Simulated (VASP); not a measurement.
# BP (F-43m) in VASP: further runs

BP is run at these levels: PBE; tasks: single point.

Everything below comes from runs of VASP 6.6.1. Logs are shortened: lines on timing, memory, paths and dates and some standing lists are left out, and cuts for length are marked.

## 1. The cell of the first run

It takes space group F-43m (No. 216, cubic). Conventional cell: a = 4.538 Å, b = 4.538 Å, c = 4.538 Å, α = 90.00°, β = 90.00°, γ = 90.00°. Within 2.6 Å of B (site symmetry -43m) lie 4 P at 1.97 Å. P (site symmetry -43m) has 4 B at 1.97 Å within 2.6 Å.

## 2. Single point, PBE

File INCAR:

```
PREC = Accurate ; ENCUT = 500
EDIFF = 1E-6 ; ISMEAR = 0
SIGMA = 0.1 ; LREAL = F
LASPH = T ; NELM = 120
ALGO = Normal ; ISIF = 2
LWAVE = F ; LCHARG = F
GGA = PE ; NBANDS = 11
GGA_COMPAT = F
```

File KPOINTS:

```
regular mesh
0
Gamma
  6 6 6
```

File POSCAR:

```
BP
1.0
    0.0000000000      2.2690000000      2.2690000000
    2.2690000000      0.0000000000      2.2690000000
    2.2690000000      2.2690000000      0.0000000000
B P
1 1
Direct
    0.0000000000      0.0000000000      0.0000000000
    0.7500000000      0.7500000000      0.7500000000
```

Potentials or basis: VASP PAW PBE potentials, release 64 (B, P).

Launch:

```sh
cat potpaw_PBE.64/B/POTCAR potpaw_PBE.64/P/POTCAR > POTCAR
mpirun -np 1 vasp_std > vasp.out
```

OUTCAR:

```text
PREC = Accurate
   ENCUT = 500
   EDIFF = 1E-6
   ISMEAR = 0
   LREAL = F
   LASPH = T
   NELM = 120
   ISIF = 2
   GGA = PE

 ion  position               nearest neighbor table
   1  0.000  0.000  0.000-   2 1.97   2 1.97   2 1.97   2 1.97
   2  0.750  0.750  0.750-   1 1.97   1 1.97   1 1.97   1 1.97

  LATTYP: Found a face centered cubic cell.
 ALAT       =     4.5380000000

  Lattice vectors:

 A1 = (   0.0000000000,   2.2690000000,   2.2690000000)
 A2 = (   2.2690000000,   0.0000000000,   2.2690000000)
 A3 = (   2.2690000000,   2.2690000000,   0.0000000000)

Analysis of symmetry for initial positions (statically):
=====================================================================
 Subroutine PRICEL returns:
 Original cell was already a primitive cell.

 Routine SETGRP: Setting up the symmetry group for a
 face centered cubic supercell.

 Subroutine GETGRP returns: Found 24 space group operations
 (whereof 24 operations were pure point group operations)
 out of a pool of 48 trial point group operations.

The static configuration has the point symmetry T_d .

Analysis of symmetry for dynamics (positions and initial velocities):
=====================================================================
 Subroutine PRICEL returns:
 Original cell was already a primitive cell.

 Routine SETGRP: Setting up the symmetry group for a
 face centered cubic supercell.

 Subroutine GETGRP returns: Found 24 space group operations
 (whereof 24 operations were pure point group operations)
 out of a pool of 48 trial point group operations.

The dynamic configuration has the point symmetry T_d .

 Subroutine INISYM returns: Found 24 space group operations
 (whereof 24 operations are pure point group operations),
 and found     1 'primitive' translations

----------------------------------------------------------------------------------------

                                     Primitive cell

  volume of cell :      23.3633

  direct lattice vectors                    reciprocal lattice vectors
     0.000000000  2.269000000  2.269000000    -0.220361393  0.220361393  0.220361393
     2.269000000  0.000000000  2.269000000     0.220361393 -0.220361393  0.220361393
     2.269000000  2.269000000  0.000000000     0.220361393  0.220361393 -0.220361393

  length of vectors
     3.208850573  3.208850573  3.208850573     0.381677128  0.381677128  0.381677128

  position of ions in fractional coordinates (direct lattice)
     0.000000000  0.000000000  0.000000000
     0.750000000  0.750000000  0.750000000

  ion indices of the primitive-cell ions
   primitive index   ion index
                 1           1
                 2           2

----------------------------------------------------------------------------------------

 KPOINTS: regular mesh

Automatic generation of k-mesh.
 Grid dimensions read from file:
 generate k-points for:    6    6    6

 Generating k-lattice:

  Cartesian coordinates                     Fractional coordinates (reciprocal lattice)
    -0.036726899  0.036726899  0.036726899     0.166666667  0.000000000  0.000000000
     0.036726899 -0.036726899  0.036726899     0.000000000  0.166666667  0.000000000
     0.036726899  0.036726899 -0.036726899     0.000000000  0.000000000  0.166666667

  Length of vectors
     0.063612855  0.063612855  0.063612855

  Shift w.r.t. Gamma in fractional coordinates (k-lattice)
     0.000000000  0.000000000  0.000000000

 Subroutine IBZKPT returns following result:
 ===========================================

 Found     16 irreducible k-points:

 Following reciprocal coordinates:
            Coordinates               Weight
  0.000000  0.000000  0.000000      1.000000
  0.166667  0.000000  0.000000      8.000000
  0.333333  0.000000  0.000000      8.000000
  0.500000  0.000000  0.000000      4.000000
  0.166667  0.166667  0.000000      6.000000
  0.333333  0.166667  0.000000     24.000000
[... 8 lines left out ...]
 -0.333333  0.333333  0.166667     24.000000
 -0.333333  0.500000  0.166667     12.000000
   k-points           NKPTS =     16   k-points in BZ     NKDIM =     16   number of bands    NBANDS=     11
   number of dos      NEDOS =    301   number of ions     NIONS =      2
   total plane-waves  NPLWV =  13824
   dimension x,y,z NGX =    24 NGY =   24 NGZ =   24
   dimension x,y,z NGXF=    48 NGYF=   48 NGZF=   48
   ions per type =               1   1
   NGX,Y,Z   is equivalent  to a cutoff of  12.43, 12.43, 12.43 a.u.
   NGXF,Y,Z  is equivalent  to a cutoff of  24.87, 24.87, 24.87 a.u.
 SYSTEM =  unknown system
   PREC   = accura    normal or accurate (medium, high low for compatibility)
   ISTART =      0    job   : 0-new  1-cont  2-samecut
   ICHARG =      2    charge: 1-file 2-atom 10-const
   ISPIN  =      1    spin polarized calculation?
   LNONCOLLINEAR =      F non collinear calculations
   LSORBIT =      F    spin-orbit coupling
   LASPH  =      T    aspherical Exc in radial PAW
   ENCUT  =  500.0 eV  36.75 Ry    6.06 a.u.   5.85  5.85  5.85*2*pi/ulx,y,z
   NELM   =    120;   NELMIN=  2; NELMDL= -5     # of ELM steps
   EDIFF  = 0.1E-05   stopping-criterion for ELM
   LREAL  =      F    real-space projection
   EDIFFG = 0.1E-04   stopping-criterion for IOM
   NSW    =      0    number of steps for IOM
   IBRION =     -1    ionic relax: 0-MD 1-quasi-New 2-CG
   NFREE  =      0    steps in history (QN), initial steepest desc. (CG)
   ISIF   =      2    stress and relaxation
   ISYM   =      2    0-nonsym 1-usesym 2-fastsym
   POTIM  = 0.5000    time-step for ionic-motion
   TEBEG  =    0.0;   TEEND  =   0.0 temperature during run
   PSTRESS=    0.0 pullay stress
   NELECT =       8.0000    total number of electrons
   NUPDOWN=      -1.0000    fix difference up-down
   EMIN   =  10.00;   EMAX   =-10.00  energy-range for DOS
   EFERMI =   0.00;   METHOD = LEGACY
   ISMEAR =     0;   SIGMA  =   0.10  broadening in eV -4-tet -1-fermi 0-gaus
   EFERMI_NEDOS =   21; number of points for ismear=-14 and -15
   IALGO  =     38    algorithm
   IMIX   =      4    mixing-type and parameters
     AMIX     =   0.40;   BMIX     =  1.00
     AMIX_MAG =   1.60;   BMIX_MAG =  1.00
  volume/ion in A,a.u.               =      11.68        78.83
  Fermi-wavevector in a.u.,A,eV,Ry     =   1.145320  2.164342 17.847562  1.311759
  Thomas-Fermi vector in A             =   2.282009
   LORBIT       =      0    0 simple, 1 ext, 2 COOP (PROOUT), +10 PAW based schemes
   GGA     = PE    functional components
   LHFCALC =     F    Hartree Fock is set to
   AEXX    =    0.0000 exact exchange contribution
   IVDW    =     0    specifies the selected vdW correction
   LEPSILON=     F    determine dielectric tensor
   LRPA    =     F    only Hartree local field effects (RPA)
 non-spin polarized calculation
 Gauss-broadening in eV      SIGMA  =   0.10
  energy-cutoff  :      500.00
  volume of cell :       23.36
 maximum number of plane-waves:       609
   NGX = 11   NGY = 11   NGZ = 11

 number of electron       8.0000000 magnetization

 Free energy of the ion-electron system (eV)
  ---------------------------------------------------
  ext. energy  EPLUGINS =         0.00000000
  ---------------------------------------------------
  free energy    TOTEN  =       -12.91303278 eV

  energy without entropy =      -12.91303278  energy(sigma->0) =      -12.91303278

 E-fermi :   7.9115     XC(G=0): -10.9043

 val. band max:        7.4390279162   @ k =   0.0000   0.0000   0.0000
 cond. band min:       8.7680931209   @ k =   0.5000   0.5000   0.0000
 fundamental gap:      1.3290652046
 Fermi energy:         7.9115292124

 k-point     1 :       0.0000    0.0000    0.0000
  band No.  band energies     occupation
      1      -8.0235      2.00000
      2       7.4390      2.00000
      3       7.4390      2.00000
      4       7.4390      2.00000
      5      10.8370      0.00000
      6      10.8370      0.00000
      7      10.8370      0.00000
      8      14.8135      0.00000
      9      18.9502      0.00000
     10      19.5638      0.00000
     11      19.5638      0.00000

 k-point     2 :       0.1667    0.0000    0.0000
  band No.  band energies     occupation
      1      -7.5257      2.00000
      2       4.6013      2.00000
      3       6.7736      2.00000
      4       6.7736      2.00000
      5      11.4586      0.00000
      6      11.7427      0.00000
      7      11.7427      0.00000
      8      16.1003      0.00000
      9      18.3769      0.00000
     10      18.3769      0.00000
     11      20.1900      0.00000

 k-point     3 :       0.3333    0.0000    0.0000
  band No.  band energies     occupation
      1      -6.1086      2.00000
      2       0.7062      2.00000
      3       5.9701      2.00000
      4       5.9701      2.00000
      5      11.3361      0.00000
      6      12.2948      0.00000
      7      12.2948      0.00000
      8      17.5455      0.00000
      9      19.3275      0.00000
     10      19.3275      0.00000
     11      20.8661      0.00000

 k-point     4 :       0.5000    0.0000    0.0000
  band No.  band energies     occupation
      1      -4.6993      2.00000
      2      -1.5964      2.00000
      3       5.6808      2.00000
      4       5.6808      2.00000
      5      11.2194      0.00000
      6      12.1495      0.00000
      7      12.1495      0.00000
      8      17.5638      0.00000
      9      22.0622      0.00000
     10      22.0622      0.00000
     11      22.2681      0.00000
[... 127 lines left out ...]
 k-point    14 :       0.5000    0.3333    0.1667
  band No.  band energies     occupation
      1      -4.8857      2.00000
      2       0.9115      2.00000
      3       2.4316      2.00000
      4       4.1738      2.00000
      5      11.4449      0.00000
      6      12.9781      0.00000
      7      13.9104      0.00000
      8      16.9548      0.00000
      9      20.1542      0.00000
     10      21.0047      0.00000
     11      25.1434      0.00000

 k-point    15 :      -0.3333    0.3333    0.1667
  band No.  band energies     occupation
      1      -3.5828      2.00000
      2      -0.6789      2.00000
      3       1.9365      2.00000
      4       3.4625      2.00000
      5      11.9511      0.00000
      6      13.1431      0.00000
      7      16.0462      0.00000
      8      16.6045      0.00000
      9      17.9297      0.00000
     10      22.2671      0.00000
     11      24.9883      0.00000

 k-point    16 :      -0.3333    0.5000    0.1667
  band No.  band energies     occupation
      1      -2.9692      2.00000
      2      -0.7858      2.00000
      3       2.1367      2.00000
      4       2.2605      2.00000
      5      11.2698      0.00000
      6      11.8872      0.00000
      7      16.5646      0.00000
      8      17.2185      0.00000
      9      20.3812      0.00000
     10      23.6355      0.00000
     11      23.9146      0.00000

------------------------ aborting loop because EDIFF is reached ----------------------------------------

  FORCE on cell =-STRESS in cart. coord.  units (eV):
  Direction    XX          YY          ZZ          XY          YZ          ZX
  --------------------------------------------------------------------------------------
  -------------------------------------------------------------------------------------
  Total        0.1511635      0.1511635      0.1511635      0.0000000      0.0000000      0.0000000
  in kB       10.3663062     10.3663062     10.3663062      0.0000000      0.0000000      0.0000000
  external PRESSURE =      10.3663062 kB  Pullay stress =       0.0000000 kB

 VOLUME and BASIS-vectors are now :
 -----------------------------------------------------------------------------
  energy-cutoff  :      500.00
  volume of cell :       23.36
      direct lattice vectors                 reciprocal lattice vectors
     0.000000000  2.269000000  2.269000000    -0.220361393  0.220361393  0.220361393
     2.269000000  0.000000000  2.269000000     0.220361393 -0.220361393  0.220361393
     2.269000000  2.269000000  0.000000000     0.220361393  0.220361393 -0.220361393

 POSITION                                       TOTAL-FORCE (eV/Angst)
 -----------------------------------------------------------------------------------
      0.00000      0.00000      0.00000         0.000000      0.000000     -0.000000
      3.40350      3.40350      3.40350        -0.000000     -0.000000      0.000000
 -----------------------------------------------------------------------------------
    total drift:                               -0.000000     -0.000000     -0.000000

  FREE ENERGIE OF THE ION-ELECTRON SYSTEM (eV)
  ---------------------------------------------------
  free  energy   TOTEN  =       -12.9130327814 eV

  energy  without entropy=      -12.9130327814  energy(sigma->0) =      -12.91303278
```

Run time: 7.6 s. Hardware: 1 thread of AMD EPYC 7R43 (Zen 3), shared host; peak memory 0.09 GiB.

What came out:

```
Free energy            : -12.9130 eV
Pressure               : 1.0 GPa
Band gap on the k mesh : 1.33 eV (least direct gap 3.40 eV)
```

## 3. Single point, PBE

This run uses another cell than the first one, of 11.76 Å³/atom.

File INCAR:

```
SYSTEM = BP
  ALGO = Normal
  EDIFF = 1E-6
  ENCUT = 500
  GGA = PE
  GGA_COMPAT = .FALSE.
  ISIF = 2
  ISMEAR = 0
  LASPH = .TRUE.
  LCHARG = .FALSE.
  LREAL = .FALSE.
  LWAVE = .FALSE.
  NBANDS = 11
  NELM = 120
  PREC = Accurate
  SIGMA = 0.05
```

File KPOINTS:

```
k-points
0
G
  10 10 10
  0 0 0
```

File POSCAR:

```
BP
1.0
    0.0000000000      2.2741350292      2.2741350292
    2.2741350292      0.0000000000      2.2741350292
    2.2741350292      2.2741350292      0.0000000000
B P
1 1
Direct
    0.0000000000      0.0000000000      0.0000000000
    0.7500000000      0.7500000000      0.7500000000
```

Potentials or basis: VASP PAW PBE potentials, release 64 (B, P).

Launch:

```sh
cat potpaw_PBE.64/B/POTCAR potpaw_PBE.64/P/POTCAR > POTCAR
mpirun -np 1 vasp_std > vasp.out
```

Wall time 16 s (1 thread of AMD EPYC 7R43 (Zen 3), shared host); peak memory 0.1 GiB.

Results (log left out):

```yaml
Free_energy: -12.9306 eV
Pressure: -0.2 GPa
Band_gap_on_the_k_mesh: 1.25 eV (least direct gap 3.39 eV)
```

Levels at points of the mesh, in eV from the valence-band top:
| k point | band 1 | band 2 | band 3 | band 4 | band 5 | band 6 | band 7 | band 8 |
| --- | --- | --- | --- | --- | --- | --- | --- | --- |
| (0.00, 0.00, 0.00) | -15.40 | 0.00 | 0.00 | 0.00 | 3.39 | 3.39 | 3.39 | 7.27 |
| (0.50, 0.00, 0.00) | -12.10 | -8.98 | -1.75 | -1.75 | 3.74 | 4.71 | 4.71 | 10.10 |
| (0.50, 0.50, 0.00) | -10.58 | -8.55 | -4.09 | -4.09 | 1.35 | 1.67 | 12.06 | 12.06 |

A k mesh can miss the band edges. As with any semilocal functional, this PBE gap is likely too small.
